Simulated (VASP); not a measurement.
# Li (Im-3m) in VASP: single point with PBE

Aim: the single point of Li with PBE.

Program: VASP 6.6.1. These are calculated values, not measurements. Logs are shortened: lines on timing, memory, paths and dates and some standing lists are left out, and cuts for length are marked.

## 1. The cell of the first run

The structure is cubic, space group Im-3m (No. 229). Conventional cell: a = 3.433 Å, b = 3.433 Å, c = 3.433 Å, α = 90.00°, β = 90.00°, γ = 90.00°. Li (site symmetry m-3m) has 14 Li at 2.97 to 3.43 Å within 3.9 Å.

## 2. Single point, PBE, collinear spin, zero start

Contents of INCAR:

```
SYSTEM = Li
  PREC = Accurate
  ENCUT = 520
  EDIFF = 1E-6
  ISMEAR = -1
  SIGMA = 0.1
  LREAL = .FALSE.
  LASPH = .TRUE.
  NELM = 150
  ALGO = Normal
  ISIF = 2
  LWAVE = .FALSE.
  LCHARG = .FALSE.
  ISPIN = 2
  MAGMOM = 0 0
  LORBIT = 11
  GGA = PE
  NBANDS = 14
```

Contents of KPOINTS:

```
Automatic mesh
0
G
  12 12 12
  0 0 0
```

Contents of POSCAR:

```
Li
1.0
    3.4334842961      0.0000000000      0.0000000000
    0.0000000000      3.4334842961      0.0000000000
    0.0000000000      0.0000000000      3.4334842961
Li
2
Direct
    0.0000000000      0.0000000000      0.0000000000
    0.5000000000      0.5000000000      0.5000000000
```

Potentials or basis: VASP PAW PBE potentials, release 64 (Li_sv).

The run is started by

```sh
> cat potpaw_PBE.64/Li_sv/POTCAR > POTCAR
> mpirun -np 1 vasp_std > vasp.out
```

OUTCAR:

```text
SYSTEM = Li
   PREC = Accurate
   ENCUT = 520
   EDIFF = 1E-6
   ISMEAR = -1
   LREAL = .FALSE.
   LASPH = .TRUE.
   NELM = 150
   ISIF = 2
   ISPIN = 2
   LORBIT = 11
   GGA = PE

 ion  position               nearest neighbor table
   1  0.000  0.000  0.000-
   2  0.500  0.500  0.500-

  LATTYP: Found a simple cubic cell.
 ALAT       =     3.4334842961

  Lattice vectors:

 A1 = (   3.4334842961,   0.0000000000,   0.0000000000)
 A2 = (   0.0000000000,   3.4334842961,   0.0000000000)
 A3 = (   0.0000000000,   0.0000000000,   3.4334842961)

Analysis of symmetry for initial positions (statically):
=====================================================================
 Subroutine PRICEL returns following result:

  LATTYP: Found a body centered cubic cell.
 ALAT       =     3.4334842961

  Lattice vectors:

 A1 = (   1.7167421480,   1.7167421480,  -1.7167421480)
 A2 = (  -1.7167421480,   1.7167421480,   1.7167421480)
 A3 = (   1.7167421480,  -1.7167421480,   1.7167421480)

   2 primitive cells build up your supercell.

 Routine SETGRP: Setting up the symmetry group for a
 simple cubic supercell.

 Subroutine GETGRP returns: Found 48 space group operations
 (whereof 48 operations were pure point group operations)
 out of a pool of 48 trial point group operations.

The static configuration has the point symmetry O_h .

Analysis of symmetry for dynamics (positions and initial velocities):
=====================================================================
 Subroutine PRICEL returns following result:

  LATTYP: Found a body centered cubic cell.
 ALAT       =     3.4334842961

  Lattice vectors:

 A1 = (   1.7167421480,   1.7167421480,  -1.7167421480)
 A2 = (  -1.7167421480,   1.7167421480,   1.7167421480)
 A3 = (   1.7167421480,  -1.7167421480,   1.7167421480)

   2 primitive cells build up your supercell.

 Routine SETGRP: Setting up the symmetry group for a
 simple cubic supercell.

 Subroutine GETGRP returns: Found 48 space group operations
 (whereof 48 operations were pure point group operations)
 out of a pool of 48 trial point group operations.

The dynamic configuration has the point symmetry O_h .

Analysis of structural, dynamic, and magnetic symmetry:
=====================================================================
 Subroutine PRICEL returns following result:

  LATTYP: Found a body centered cubic cell.
 ALAT       =     3.4334842961

  Lattice vectors:

 A1 = (   1.7167421480,   1.7167421480,  -1.7167421480)
 A2 = (  -1.7167421480,   1.7167421480,   1.7167421480)
 A3 = (   1.7167421480,  -1.7167421480,   1.7167421480)

   2 primitive cells build up your supercell.

 Routine SETGRP: Setting up the symmetry group for a
 simple cubic supercell.

 Subroutine GETGRP returns: Found 48 space group operations
 (whereof 48 operations were pure point group operations)
 out of a pool of 48 trial point group operations.

The overall configuration has the point symmetry O_h .

 Subroutine INISYM returns: Found 48 space group operations
 (whereof 48 operations are pure point group operations),
 and found     2 'primitive' translations

----------------------------------------------------------------------------------------

                                     Primitive cell

  volume of cell :      20.2384

  direct lattice vectors                    reciprocal lattice vectors
     1.716742148  1.716742148 -1.716742148     0.291249330  0.291249330  0.000000000
    -1.716742148  1.716742148  1.716742148     0.000000000  0.291249330  0.291249330
     1.716742148 -1.716742148  1.716742148     0.291249330  0.000000000  0.291249330

  length of vectors
     2.973484624  2.973484624  2.973484624     0.411888752  0.411888752  0.411888752

  position of ions in fractional coordinates (direct lattice)
     0.000000000  0.000000000  0.000000000

  ion indices of the primitive-cell ions
   primitive index   ion index
                 1           1

----------------------------------------------------------------------------------------

 KPOINTS: Automatic mesh

Automatic generation of k-mesh.
 Grid dimensions read from file:
 generate k-points for:   12   12   12

 Generating k-lattice:

  Cartesian coordinates                     Fractional coordinates (reciprocal lattice)
     0.024270777  0.000000000  0.000000000     0.083333333  0.000000000  0.000000000
     0.000000000  0.024270777  0.000000000     0.000000000  0.083333333  0.000000000
     0.000000000  0.000000000  0.024270777     0.000000000  0.000000000  0.083333333

  Length of vectors
     0.024270777  0.024270777  0.024270777

  Shift w.r.t. Gamma in fractional coordinates (k-lattice)
     0.000000000  0.000000000  0.000000000

 Subroutine IBZKPT returns following result:
 ===========================================

 Found     84 irreducible k-points:

 Following reciprocal coordinates:
            Coordinates               Weight
  0.000000  0.000000  0.000000      1.000000
  0.083333  0.000000  0.000000      6.000000
  0.166667  0.000000  0.000000      6.000000
  0.250000  0.000000  0.000000      6.000000
  0.333333  0.000000  0.000000      6.000000
  0.416667  0.000000  0.000000      6.000000
[... 16 lines left out ...]
  0.333333  0.333333  0.000000     12.000000
  0.416667  0.333333  0.000000     24.000000
 [... further k-points ...]
   k-points           NKPTS =     84   k-points in BZ     NKDIM =     84   number of bands    NBANDS=     14
   number of dos      NEDOS =    301   number of ions     NIONS =      2
   total plane-waves  NPLWV =  21952
   dimension x,y,z NGX =    28 NGY =   28 NGZ =   28
   dimension x,y,z NGXF=    56 NGYF=   56 NGZF=   56
   ions per type =               2
   NGX,Y,Z   is equivalent  to a cutoff of  13.56, 13.56, 13.56 a.u.
   NGXF,Y,Z  is equivalent  to a cutoff of  27.11, 27.11, 27.11 a.u.
 SYSTEM =  Li
   PREC   = accura    normal or accurate (medium, high low for compatibility)
   ISTART =      0    job   : 0-new  1-cont  2-samecut
   ICHARG =      2    charge: 1-file 2-atom 10-const
   ISPIN  =      2    spin polarized calculation?
   LNONCOLLINEAR =      F non collinear calculations
   LSORBIT =      F    spin-orbit coupling
   LASPH  =      T    aspherical Exc in radial PAW
   ENCUT  =  520.0 eV  38.22 Ry    6.18 a.u.   6.38  6.38  6.38*2*pi/ulx,y,z
   NELM   =    150;   NELMIN=  2; NELMDL= -5     # of ELM steps
   EDIFF  = 0.1E-05   stopping-criterion for ELM
   LREAL  =      F    real-space projection
   EDIFFG = 0.1E-04   stopping-criterion for IOM
   NSW    =      0    number of steps for IOM
   IBRION =     -1    ionic relax: 0-MD 1-quasi-New 2-CG
   NFREE  =      0    steps in history (QN), initial steepest desc. (CG)
   ISIF   =      2    stress and relaxation
   ISYM   =      2    0-nonsym 1-usesym 2-fastsym
   POTIM  = 0.5000    time-step for ionic-motion
   TEBEG  =    0.0;   TEEND  =   0.0 temperature during run
   PSTRESS=    0.0 pullay stress
   NELECT =       6.0000    total number of electrons
   NUPDOWN=      -1.0000    fix difference up-down
   EMIN   =  10.00;   EMAX   =-10.00  energy-range for DOS
   EFERMI =   0.00;   METHOD = LEGACY
   ISMEAR =    -1;   SIGMA  =   0.10  broadening in eV -4-tet -1-fermi 0-gaus
   EFERMI_NEDOS =   21; number of points for ismear=-14 and -15
   IALGO  =     38    algorithm
   IMIX   =      4    mixing-type and parameters
     AMIX     =   0.40;   BMIX     =  1.00
     AMIX_MAG =   1.60;   BMIX_MAG =  1.00
  volume/ion in A,a.u.               =      20.24       136.58
  Fermi-wavevector in a.u.,A,eV,Ry     =   0.866410  1.637278 10.213438  0.750666
  Thomas-Fermi vector in A             =   1.984795
   LORBIT       =     11    0 simple, 1 ext, 2 COOP (PROOUT), +10 PAW based schemes
   GGA     = PE    functional components
   LHFCALC =     F    Hartree Fock is set to
   AEXX    =    0.0000 exact exchange contribution
   IVDW    =     0    specifies the selected vdW correction
   LEPSILON=     F    determine dielectric tensor
   LRPA    =     F    only Hartree local field effects (RPA)
 spin polarized calculation
  energy-cutoff  :      520.00
  volume of cell :       40.48
 maximum number of plane-waves:      1108
 NGX is ok and might be reduce to    28
   NGX = 13   NGY = 13   NGZ = 13

 number of electron       6.0000000 magnetization       0.0000281

 number of electron       6.0000000 magnetization      -0.0000161

 Free energy of the ion-electron system (eV)
  ---------------------------------------------------
  ext. energy  EPLUGINS =         0.00000000
  ---------------------------------------------------
  free energy    TOTEN  =        -3.82344501 eV

  energy without entropy =       -3.79045092  energy(sigma->0) =       -3.80694797

 E-fermi :   0.6361     XC(G=0):  -7.0479

 val. band max:        0.6006993988   @ k =   0.5000   0.2500   0.2500
 cond. band min:       0.6556526298   @ k =   0.4167   0.1667   0.0833
 fundamental gap:      0.0549532311
 Fermi energy:         0.6360637779

 spin component 1

 k-point     1 :       0.0000    0.0000    0.0000
  band No.  band energies     occupation
      1     -45.8966      1.00000
      2     -45.8634      1.00000
      3      -2.9328      1.00000
      4       6.1563      0.00000
      5       6.1563      0.00000
      6       6.1563      0.00000
      7       8.4102      0.00000
      8       8.4102      0.00000
      9      14.2527      0.00000
     10      15.2512      0.00000
     11      15.2512      0.00000
     12      15.2512      0.00000
     13      20.0256      0.00000
     14      20.0256      0.00000

 k-point     2 :       0.0833    0.0000    0.0000
  band No.  band energies     occupation
      1     -45.8959      1.00000
      2     -45.8641      1.00000
      3      -2.8668      1.00000
      4       5.2776      0.00000
      5       6.2414      0.00000
      6       6.2414      0.00000
      7       8.4988      0.00000
      8       9.4092      0.00000
      9      14.2629      0.00000
     10      14.8837      0.00000
[... 362 lines left out ...]
 k-point    24 :       0.4167    0.3333    0.0000
  band No.  band energies     occupation
      1     -45.8796      1.00000
      2     -45.8753      1.00000
      3      -0.2871      0.99990
      4       1.0446      0.01653
      5       4.3258      0.00000
      6       5.8294      0.00000
      7       9.5113      0.00000
      8      11.1057      0.00000
      9      12.4599      0.00000
     10      12.7919      0.00000
     11      15.0212      0.00000
     12      16.5840      0.00000
     13      16.6298      0.00000
     14      17.3683      0.00000

 [... further k-points ...]

 spin component 2

 k-point     1 :       0.0000    0.0000    0.0000
  band No.  band energies     occupation
      1     -45.8965      1.00000
      2     -45.8634      1.00000
      3      -2.9327      1.00000
      4       6.1563      0.00000
      5       6.1563      0.00000
      6       6.1563      0.00000
      7       8.4103      0.00000
      8       8.4103      0.00000
      9      14.2527      0.00000
     10      15.2512      0.00000
     11      15.2512      0.00000
     12      15.2512      0.00000
     13      20.0255      0.00000
     14      20.0255      0.00000

 k-point     2 :       0.0833    0.0000    0.0000
  band No.  band energies     occupation
      1     -45.8959      1.00000
      2     -45.8640      1.00000
      3      -2.8668      1.00000
      4       5.2776      0.00000
      5       6.2414      0.00000
      6       6.2414      0.00000
      7       8.4988      0.00000
      8       9.4092      0.00000
      9      14.2629      0.00000
     10      14.8837      0.00000
[... 362 lines left out ...]
 k-point    24 :       0.4167    0.3333    0.0000
  band No.  band energies     occupation
      1     -45.8796      1.00000
      2     -45.8753      1.00000
      3      -0.2871      0.99990
      4       1.0446      0.01653
      5       4.3258      0.00000
      6       5.8294      0.00000
      7       9.5113      0.00000
      8      11.1056      0.00000
      9      12.4599      0.00000
     10      12.7919      0.00000
     11      15.0212      0.00000
     12      16.5840      0.00000
     13      16.6298      0.00000
     14      17.3683      0.00000

 [... further k-points ...]

------------------------ aborting loop because EDIFF is reached ----------------------------------------

  FORCE on cell =-STRESS in cart. coord.  units (eV):
  Direction    XX          YY          ZZ          XY          YZ          ZX
  --------------------------------------------------------------------------------------
  -------------------------------------------------------------------------------------
  Total       -0.0063028     -0.0063028     -0.0063028     -0.0000000      0.0000000      0.0000000
  in kB       -0.2494806     -0.2494806     -0.2494806     -0.0000000      0.0000000      0.0000000
  external PRESSURE =      -0.2494806 kB  Pullay stress =       0.0000000 kB

 VOLUME and BASIS-vectors are now :
 -----------------------------------------------------------------------------
  energy-cutoff  :      520.00
  volume of cell :       40.48
      direct lattice vectors                 reciprocal lattice vectors
     3.433484296  0.000000000  0.000000000     0.291249330  0.000000000  0.000000000
     0.000000000  3.433484296  0.000000000     0.000000000  0.291249330  0.000000000
     0.000000000  0.000000000  3.433484296     0.000000000  0.000000000  0.291249330

 POSITION                                       TOTAL-FORCE (eV/Angst)
 -----------------------------------------------------------------------------------
      0.00000      0.00000      0.00000        -0.000000     -0.000000     -0.000000
      1.71674      1.71674      1.71674         0.000000      0.000000      0.000000
 -----------------------------------------------------------------------------------
    total drift:                                0.000000      0.000000      0.000000

  FREE ENERGIE OF THE ION-ELECTRON SYSTEM (eV)
  ---------------------------------------------------
  free  energy   TOTEN  =        -3.8234450111 eV

  energy  without entropy=       -3.7904509241  energy(sigma->0) =       -3.80694797

 total charge

# of ion       s       p       d       tot
------------------------------------------
    1        2.033   0.041   0.000   2.074
    2        2.033   0.041   0.000   2.074
--------------------------------------------------
tot          4.066   0.083   0.000   4.149

 magnetization (x)

# of ion       s       p       d       tot
------------------------------------------
    1        0.000  -0.000   0.000   0.000
    2        0.000  -0.000   0.000   0.000
--------------------------------------------------
tot          0.000  -0.000   0.000   0.000
```

Wall time 46 s (1 thread of AMD EPYC 7R43 (Zen 3), shared host); peak memory 0.17 GiB.

Results:

* Free energy: -3.8234 eV
* Band gap on the k mesh: zero (filled and empty bands overlap)
* Net moment: 0.00 μB per cell
* Valence electrons inside the program's atomic spheres: Li 2.07

Caveat: the cutoff is under 1.25 times the usual one of these potentials, so pressure, stress and relaxed cells hold a basis-set (Pulay) error.
